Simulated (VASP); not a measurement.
Yb:

```
Yb
1.0
     3.87933    0.00000    0.00000
     1.93966    3.35960    0.00000
     1.93966    1.11987    3.16746
Yb
1
Cartesian
  0.0000 0.0000 0.0000
```

| Property | Result |
| --- | --- |
| Program | VASP 6.6.1 |
| Task | relaxation of volume and atoms at fixed shape |
| Functional | LDA |
| Potentials or basis | VASP PAW PBE potentials, release 64 (Yb) |
| Cutoff | 600 eV |
| k mesh | 8 × 8 × 8 |
| Occupations | fermi-dirac, width 0.05 eV |
| Spin | no spin polarisation |

At the start: pressure -4.6 GPa; volume 41.28 Å³/atom.

Q: How do energy, volume and symmetry change on relaxing?

A: Over 7 steps the energy falls by 222.4 meV/atom and the volume is 29.65 Å³/atom (-28.2 %); space group Fm-3m (No. 225, to 0.1 Å) before and after.

Step by step:
| step | energy change (eV) | largest force (eV/Å) | pressure (GPa) | volume (Å³) |
| --- | --- | --- | --- | --- |
| 1 | 0.0000 | 0.0000 | -4.64 | 41.28 |
| 2 | -0.1695 | 0.0000 | -2.57 | 34.54 |
| 3 | -0.2057 | 0.0000 | -1.22 | 32.26 |
| 4 | -0.2143 | 0.0000 | 2.17 | 27.99 |
| 5 | -0.2203 | 0.0000 | -0.76 | 30.53 |
| 6 | -0.2203 | 0.0000 | 0.80 | 28.80 |
| 7 | -0.2224 | 0.0000 | 0.06 | 29.65 |

Final structure:
```xyz
1
Lattice="3.4742 0.0000 0.0000 1.7371 3.0088 0.0000 1.7371 1.0029 2.8367" Properties=species:S:1:pos:R:3 pbc="T T T"
Yb    0.0000    0.0000    0.0000
```

Caveat: the volume moved by over 15 % at a fixed basis, so the end points are rough; the PAW data sets were made with another functional, which shifts forces and pressure a little.
